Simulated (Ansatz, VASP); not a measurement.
**Cu3O2 in VASP and in Ansatz**

```
Cu O
1.0
    -2.02298    2.02298    3.74709
     2.02298   -2.02298    3.74709
     2.02298    2.02298   -3.74709
Cu O
3 2
Cartesian
  0.0000 0.0000 0.0000
  0.0000 2.0230 1.8735
  2.0230 0.0000 1.8735
  0.0000 2.0230 0.0000
  2.0230 0.0000 0.0000
```

Alike in both runs: functional PBEsol; k mesh 8 × 8 × 8; occupations fermi-dirac, width 0.05 eV; no spin polarisation.

```csv
,VASP,Ansatz
version,VASP 6.6.1,Ansatz 0.2.0
potentials or method,"VASP PAW PBE potentials, release 64 (Cu_sv_GW, O)",Ansatz PAW
plane-wave cutoff (eV),820,420
valence electrons in the cell,69,69
task,single point,band structure
```

|  | VASP | Ansatz | Ansatz less VASP |
| --- | --- | --- | --- |
| gap on the k mesh at the Fermi level (eV) | none | none | - |
| pressure (GPa) | -10.7 | -9.9 | +0.85 |
| traceless stress, the component that is largest in VASP (GPa) | -7.38 | -7.45 | -0.077 |

VASP's potentials were made for PBE, not for PBEsol. A gap of «none» marks a metal or a gap that the smearing closes.
